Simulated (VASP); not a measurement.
Wanted: the native input for a VASP 6.6.1 run.

```yaml
Task: single point
Functional: r2SCAN
Potentials_or_basis: VASP PAW PBE potentials, release 64 (Ag)
Cutoff: 520 eV
k_mesh: 24 × 24 × 14
Occupations: gaussian, width 0.15 eV
Spin: no spin polarisation
Dipole_correction: no
Further_INCAR_settings: ALGO = Normal; EDIFF = 1e-06; NBANDS = 18
```

Crystal: Ag.

```
Ag
1.0
     2.90370    0.00000    0.00000
    -1.45185    2.51467    0.00000
     0.00000    0.00000    4.74785
Ag
2
Direct
  0.33333 0.66667 0.25000
  0.66667 0.33333 0.75000
```

This isn't the form of Ag at room conditions, which is fcc.

These files were run (other wordings do the same):

POSCAR

```
Ag
1.0
    2.9036957658      0.0000000000      0.0000000000
   -1.4518478829      2.5146742980      0.0000000000
    0.0000000000      0.0000000000      4.7478463295
Ag
2
Direct
    0.3333333333      0.6666666667      0.2500000000
    0.6666666667      0.3333333333      0.7500000000
```

INCAR.step1

```
ALGO = Normal
EDIFF = 1E-4
ENCUT = 520
GGA = PE
ISMEAR = 0
LASPH = T
LCHARG = F
LREAL = F
LWAVE = T
NBANDS = 18
NELM = 60
PREC = Accurate
SIGMA = 0.15
```

INCAR.step2

```
ALGO = Normal
EDIFF = 1E-6
ENCUT = 520
ISIF = 2
ISMEAR = 0
ISTART = 1
LASPH = T
LCHARG = F
LMIXTAU = T
LREAL = F
LWAVE = F
METAGGA = R2SCAN
NBANDS = 18
NELM = 60
PREC = Accurate
SIGMA = 0.15
```

KPOINTS

```
k-points
0
Gamma
  24 24 14
```

Potentials or basis: VASP PAW PBE potentials, release 64 (Ag).

Run with:

```bash
$ cat potpaw_PBE.64/Ag/POTCAR > POTCAR
$ cp INCAR.step1 INCAR
$ mpirun -np 1 vasp_std > vasp.out
$ cp INCAR.step2 INCAR
$ mpirun -np 1 vasp_std > vasp.out
```

It gave:

```
Pressure               : 0.0 GPa
Band gap on the k mesh : zero (bands 11 and 12 overlap by 7.93 eV)
```

Caveat: the PAW data sets were made with another functional, which shifts forces and pressure a little.

It took 8.6 min on 1 thread of Intel(R) Xeon(R) Platinum 8375C CPU @ 2.90GHz (Ice Lake), on a shared host, peak memory 0.36 GiB.
